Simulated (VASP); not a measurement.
# Cu (Fm-3m) in VASP: single point with LDA

Aim: the single point of Cu with LDA.

All numbers are computed with VASP 6.6.1; they aren't measurements. Logs are shortened: lines on timing, memory, paths and dates and some standing lists are left out, and cuts for length are marked.

**1. The cell of the first run**

The structure is cubic, space group Fm-3m (No. 225). The conventional cell has a = 3.520 Å, b = 3.520 Å, c = 3.520 Å, α = 90.00°, β = 90.00°, γ = 90.00°. Within 3.3 Å of Cu (site symmetry m-3m) lie 12 Cu at 2.49 Å.

**2. Single point, LDA**

The input, INCAR:

```
SYSTEM = Cu
PREC = Accurate ; ENCUT = 820
EDIFF = 1E-6 ; ISMEAR = 0
SIGMA = 0.1 ; LREAL = .FALSE.
LASPH = .TRUE. ; NELM = 120
ALGO = Normal ; ISIF = 2
LWAVE = .FALSE. ; LCHARG = .FALSE.
GGA = CA ; NBANDS = 16
GGA_COMPAT = .FALSE.
```

The input, KPOINTS:

```
Automatic mesh
0
G
  10 10 10
  0 0 0
```

The input, POSCAR:

```
Cu
1.0
    0.0000000000      1.7598111927      1.7598111927
    1.7598111927      0.0000000000      1.7598111927
    1.7598111927      1.7598111927      0.0000000000
Cu
1
Direct
    0.0000000000      0.0000000000      0.0000000000
```

Potentials or basis: VASP PAW LDA potentials, release 64 (Cu_sv_GW).

Started as:

```sh
> cat potpaw_LDA.64/Cu_sv_GW/POTCAR > POTCAR
> mpirun -np 1 vasp_std > vasp.out
```

OUTCAR:

```text
SYSTEM = Cu
   PREC = Accurate
   ENCUT = 820
   EDIFF = 1E-6
   ISMEAR = 0
   LREAL = .FALSE.
   LASPH = .TRUE.
   NELM = 120
   ISIF = 2
   GGA = CA

 ion  position               nearest neighbor table
   1  0.000  0.000  0.000-

  LATTYP: Found a face centered cubic cell.
 ALAT       =     3.5196223854

  Lattice vectors:

 A1 = (   0.0000000000,   1.7598111927,   1.7598111927)
 A2 = (   1.7598111927,   0.0000000000,   1.7598111927)
 A3 = (   1.7598111927,   1.7598111927,   0.0000000000)

Analysis of symmetry for initial positions (statically):
=====================================================================
 Subroutine PRICEL returns:
 Original cell was already a primitive cell.

 Routine SETGRP: Setting up the symmetry group for a
 face centered cubic supercell.

 Subroutine GETGRP returns: Found 48 space group operations
 (whereof 48 operations were pure point group operations)
 out of a pool of 48 trial point group operations.

The static configuration has the point symmetry O_h .

Analysis of symmetry for dynamics (positions and initial velocities):
=====================================================================
 Subroutine PRICEL returns:
 Original cell was already a primitive cell.

 Routine SETGRP: Setting up the symmetry group for a
 face centered cubic supercell.

 Subroutine GETGRP returns: Found 48 space group operations
 (whereof 48 operations were pure point group operations)
 out of a pool of 48 trial point group operations.

The dynamic configuration has the point symmetry O_h .

 Subroutine INISYM returns: Found 48 space group operations
 (whereof 48 operations are pure point group operations),
 and found     1 'primitive' translations

----------------------------------------------------------------------------------------

                                     Primitive cell

  volume of cell :      10.9000

  direct lattice vectors                    reciprocal lattice vectors
     0.000000000  1.759811193  1.759811193    -0.284121389  0.284121389  0.284121389
     1.759811193  0.000000000  1.759811193     0.284121389 -0.284121389  0.284121389
     1.759811193  1.759811193  0.000000000     0.284121389  0.284121389 -0.284121389

  length of vectors
     2.488748856  2.488748856  2.488748856     0.492112681  0.492112681  0.492112681

  position of ions in fractional coordinates (direct lattice)
     0.000000000  0.000000000  0.000000000

  ion indices of the primitive-cell ions
   primitive index   ion index
                 1           1

----------------------------------------------------------------------------------------

 KPOINTS: Automatic mesh

Automatic generation of k-mesh.
 Grid dimensions read from file:
 generate k-points for:   10   10   10

 Generating k-lattice:

  Cartesian coordinates                     Fractional coordinates (reciprocal lattice)
    -0.028412139  0.028412139  0.028412139     0.100000000  0.000000000  0.000000000
     0.028412139 -0.028412139  0.028412139     0.000000000  0.100000000  0.000000000
     0.028412139  0.028412139 -0.028412139     0.000000000  0.000000000  0.100000000

  Length of vectors
     0.049211268  0.049211268  0.049211268

  Shift w.r.t. Gamma in fractional coordinates (k-lattice)
     0.000000000  0.000000000  0.000000000

 Subroutine IBZKPT returns following result:
 ===========================================

 Found     47 irreducible k-points:

 Following reciprocal coordinates:
            Coordinates               Weight
  0.000000  0.000000  0.000000      1.000000
  0.100000  0.000000  0.000000      8.000000
  0.200000  0.000000  0.000000      8.000000
  0.300000  0.000000  0.000000      8.000000
  0.400000  0.000000  0.000000      8.000000
  0.500000  0.000000  0.000000      4.000000
[... 16 lines left out ...]
  0.300000  0.300000  0.000000      6.000000
  0.400000  0.300000  0.000000     24.000000
 [... further k-points ...]
   k-points           NKPTS =     47   k-points in BZ     NKDIM =     47   number of bands    NBANDS=     16
   number of dos      NEDOS =    301   number of ions     NIONS =      1
   total plane-waves  NPLWV =  13824
   dimension x,y,z NGX =    24 NGY =   24 NGZ =   24
   dimension x,y,z NGXF=    48 NGYF=   48 NGZF=   48
   ions per type =               1
   NGX,Y,Z   is equivalent  to a cutoff of  16.03, 16.03, 16.03 a.u.
   NGXF,Y,Z  is equivalent  to a cutoff of  32.06, 32.06, 32.06 a.u.
 SYSTEM =  Cu
   PREC   = accura    normal or accurate (medium, high low for compatibility)
   ISTART =      0    job   : 0-new  1-cont  2-samecut
   ICHARG =      2    charge: 1-file 2-atom 10-const
   ISPIN  =      1    spin polarized calculation?
   LNONCOLLINEAR =      F non collinear calculations
   LSORBIT =      F    spin-orbit coupling
   LASPH  =      T    aspherical Exc in radial PAW
   ENCUT  =  820.0 eV  60.27 Ry    7.76 a.u.   5.81  5.81  5.81*2*pi/ulx,y,z
   NELM   =    120;   NELMIN=  2; NELMDL= -5     # of ELM steps
   EDIFF  = 0.1E-05   stopping-criterion for ELM
   LREAL  =      F    real-space projection
   EDIFFG = 0.1E-04   stopping-criterion for IOM
   NSW    =      0    number of steps for IOM
   IBRION =     -1    ionic relax: 0-MD 1-quasi-New 2-CG
   NFREE  =      0    steps in history (QN), initial steepest desc. (CG)
   ISIF   =      2    stress and relaxation
   ISYM   =      2    0-nonsym 1-usesym 2-fastsym
   POTIM  = 0.5000    time-step for ionic-motion
   TEBEG  =    0.0;   TEEND  =   0.0 temperature during run
   PSTRESS=    0.0 pullay stress
   NELECT =      19.0000    total number of electrons
   NUPDOWN=      -1.0000    fix difference up-down
   EMIN   =  10.00;   EMAX   =-10.00  energy-range for DOS
   EFERMI =   0.00;   METHOD = LEGACY
   ISMEAR =     0;   SIGMA  =   0.10  broadening in eV -4-tet -1-fermi 0-gaus
   EFERMI_NEDOS =   21; number of points for ismear=-14 and -15
   IALGO  =     38    algorithm
   IMIX   =      4    mixing-type and parameters
     AMIX     =   0.40;   BMIX     =  1.00
     AMIX_MAG =   1.60;   BMIX_MAG =  1.00
  volume/ion in A,a.u.               =      10.90        73.56
  Fermi-wavevector in a.u.,A,eV,Ry     =   1.970229  3.723192 52.815107  3.881801
  Thomas-Fermi vector in A             =   2.993038
   LORBIT       =      0    0 simple, 1 ext, 2 COOP (PROOUT), +10 PAW based schemes
   GGA     = CA    functional components
   LHFCALC =     F    Hartree Fock is set to
   AEXX    =    0.0000 exact exchange contribution
   IVDW    =     0    specifies the selected vdW correction
   LEPSILON=     F    determine dielectric tensor
   LRPA    =     F    only Hartree local field effects (RPA)
 non-spin polarized calculation
 Gauss-broadening in eV      SIGMA  =   0.10
  energy-cutoff  :      820.00
  volume of cell :       10.90
 maximum number of plane-waves:       592
   NGX = 11   NGY = 11   NGZ = 11

 number of electron      18.9999999 magnetization

 Free energy of the ion-electron system (eV)
  ---------------------------------------------------
  ext. energy  EPLUGINS =         0.00000000
  ---------------------------------------------------
  free energy    TOTEN  =        -4.84672837 eV

  energy without entropy =       -4.84315212  energy(sigma->0) =       -4.84494024

 E-fermi :   8.1010     XC(G=0): -14.3530

 val. band max:        8.0358648595   @ k =   0.5000   0.2000   0.1000
 cond. band min:       8.3612927222   @ k =   0.5000   0.3000   0.1000
 fundamental gap:      0.3254278628
 Fermi energy:         8.1010024483

 k-point     1 :       0.0000    0.0000    0.0000
  band No.  band energies     occupation
      1    -103.4915      2.00000
      2     -61.3671      2.00000
      3     -61.3671      2.00000
      4     -61.3671      2.00000
      5      -1.8132      2.00000
      6       4.9036      2.00000
[... 8 lines left out ...]
     15      37.1602      0.00000
     16      37.1602      0.00000

 k-point     2 :       0.1000    0.0000    0.0000
  band No.  band energies     occupation
      1    -103.4897      2.00000
      2     -61.3821      2.00000
      3     -61.3696      2.00000
      4     -61.3696      2.00000
      5      -1.4291      2.00000
      6       4.8179      2.00000
[... 8 lines left out ...]
     15      38.5657      0.00000
     16      38.5657      0.00000

 k-point     3 :       0.2000    0.0000    0.0000
  band No.  band energies     occupation
      1    -103.4845      2.00000
      2     -61.4203      2.00000
      3     -61.3754      2.00000
      4     -61.3754      2.00000
      5      -0.3309      2.00000
      6       4.6453      2.00000
[... 8 lines left out ...]
     15      39.1270      0.00000
     16      39.1290      0.00000

 k-point     4 :       0.3000    0.0000    0.0000
  band No.  band energies     occupation
      1    -103.4778      2.00000
      2     -61.4675      2.00000
      3     -61.3824      2.00000
      4     -61.3824      2.00000
      5       1.2159      2.00000
      6       4.6935      2.00000
[... 8 lines left out ...]
     15      36.7956      0.00000
     16      36.7956      0.00000

 k-point     5 :       0.4000    0.0000    0.0000
  band No.  band energies     occupation
      1    -103.4723      2.00000
      2     -61.5051      2.00000
      3     -61.3881      2.00000
      4     -61.3881      2.00000
      5       2.3515      2.00000
      6       4.9224      2.00000
[... 8 lines left out ...]
     15      35.0509      0.00000
     16      35.0509      0.00000

 k-point     6 :       0.5000    0.0000    0.0000
  band No.  band energies     occupation
      1    -103.4701      2.00000
      2     -61.5191      2.00000
      3     -61.3902      2.00000
      4     -61.3902      2.00000
      5       2.6056      2.00000
      6       4.8700      2.00000
[... 8 lines left out ...]
     15      34.4134      0.00000
     16      34.4134      0.00000

 k-point     7 :       0.1000    0.1000    0.0000
  band No.  band energies     occupation
      1    -103.4890      2.00000
      2     -61.3816      2.00000
      3     -61.3728      2.00000
      4     -61.3728      2.00000
      5      -1.3019      2.00000
      6       4.7413      2.00000
[... 8 lines left out ...]
     15      39.4805      0.00000
     16      39.5315      0.00000

 k-point     8 :       0.2000    0.1000    0.0000
  band No.  band energies     occupation
      1    -103.4848      2.00000
      2     -61.4101      2.00000
      3     -61.3796      2.00000
      4     -61.3771      2.00000
      5      -0.4424      2.00000
      6       4.5562      2.00000
[... 8 lines left out ...]
     15      36.5008      0.00000
     16      39.5588      0.00000

 k-point     9 :       0.3000    0.1000    0.0000
  band No.  band energies     occupation
      1    -103.4786      2.00000
      2     -61.4528      2.00000
      3     -61.3870      2.00000
      4     -61.3843      2.00000
      5       0.9805      2.00000
      6       4.4363      2.00000
[... 8 lines left out ...]
     15      37.4845      0.00000
     16      39.3723      0.00000
[... 172 lines left out ...]
 k-point    19 :       0.5000    0.2000    0.0000
  band No.  band energies     occupation
      1    -103.4676      2.00000
      2     -61.4994      2.00000
      3     -61.4195      2.00000
      4     -61.4024      2.00000
      5       3.2129      2.00000
      6       4.2393      2.00000
[... 8 lines left out ...]
     15      40.9929      0.00000
     16      41.0305      0.00000

 k-point    20 :      -0.4000    0.2000    0.0000
  band No.  band energies     occupation
      1    -103.4671      2.00000
      2     -61.4997      2.00000
      3     -61.4273      2.00000
      4     -61.3979      2.00000
      5       3.3256      2.00000
      6       4.3556      2.00000
[... 8 lines left out ...]
     15      39.9039      0.00000
     16      40.5972      0.00000

 k-point    21 :      -0.3000    0.2000    0.0000
  band No.  band energies     occupation
      1    -103.4701      2.00000
      2     -61.4835      2.00000
      3     -61.4254      2.00000
      4     -61.3902      2.00000
      5       3.0001      2.00000
      6       4.4631      2.00000
[... 8 lines left out ...]
     15      39.3280      0.00000
     16      39.3938      0.00000

 k-point    22 :      -0.2000    0.2000    0.0000
  band No.  band energies     occupation
      1    -103.4755      2.00000
      2     -61.4605      2.00000
      3     -61.4109      2.00000
      4     -61.3820      2.00000
      5       1.7879      2.00000
      6       4.3302      2.00000
[... 8 lines left out ...]
     15      37.3113      0.00000
     16      39.2934      0.00000

 k-point    23 :       0.3000    0.3000    0.0000
  band No.  band energies     occupation
      1    -103.4728      2.00000
      2     -61.4628      2.00000
      3     -61.4052      2.00000
      4     -61.4052      2.00000
      5       1.9878      2.00000
      6       3.8338      2.00000
[... 8 lines left out ...]
     15      30.8264      0.00000
     16      48.8808      0.00000

 k-point    24 :       0.4000    0.3000    0.0000
  band No.  band energies     occupation
      1    -103.4687      2.00000
      2     -61.4836      2.00000
      3     -61.4166      2.00000
      4     -61.4121      2.00000
      5       2.7183      2.00000
      6       3.6787      2.00000
[... 8 lines left out ...]
     15      32.2317      0.00000
     16      47.3618      0.00000

 [... further k-points ...]

------------------------ aborting loop because EDIFF is reached ----------------------------------------

  FORCE on cell =-STRESS in cart. coord.  units (eV):
  Direction    XX          YY          ZZ          XY          YZ          ZX
  --------------------------------------------------------------------------------------
  -------------------------------------------------------------------------------------
  Total       -0.0449532     -0.0449532     -0.0449532      0.0000000     -0.0000000      0.0000000
  in kB       -6.6075934     -6.6075934     -6.6075934      0.0000000     -0.0000000      0.0000000
  external PRESSURE =      -6.6075934 kB  Pullay stress =       0.0000000 kB

 VOLUME and BASIS-vectors are now :
 -----------------------------------------------------------------------------
  energy-cutoff  :      820.00
  volume of cell :       10.90
      direct lattice vectors                 reciprocal lattice vectors
     0.000000000  1.759811193  1.759811193    -0.284121389  0.284121389  0.284121389
     1.759811193  0.000000000  1.759811193     0.284121389 -0.284121389  0.284121389
     1.759811193  1.759811193  0.000000000     0.284121389  0.284121389 -0.284121389

 POSITION                                       TOTAL-FORCE (eV/Angst)
 -----------------------------------------------------------------------------------
      0.00000      0.00000      0.00000         0.000000      0.000000     -0.000000
 -----------------------------------------------------------------------------------
    total drift:                               -0.000000     -0.000000      0.000000

  FREE ENERGIE OF THE ION-ELECTRON SYSTEM (eV)
  ---------------------------------------------------
  free  energy   TOTEN  =        -4.8467283689 eV

  energy  without entropy=       -4.8431521205  energy(sigma->0) =       -4.84494024
```

Wall time 15 s (1 thread of AMD EPYC 7R13 (Zen 3), shared host); peak memory 0.12 GiB.

Results:

```yaml
Free_energy: -4.8467 eV
Pressure: -0.7 GPa
Band_gap_on_the_k_mesh: zero (an odd number of electrons rules out a gap without spin polarisation)
```

Levels at points of the mesh, in eV from the Fermi level:
```tsv
k point	band 8	band 9	band 10	band 11	band 12	band 13
(0.00, 0.00, 0.00)	-3.20	-2.24	-2.24	23.46	26.54	26.54
(0.50, 0.00, 0.00)	-1.59	-1.59	-1.15	4.26	21.92	23.28
(0.50, 0.50, 0.00)	-1.43	-1.43	1.50	7.80	13.72	13.72
```

The gap in the log of VASP goes by the Fermi energy; the results here count the filled bands.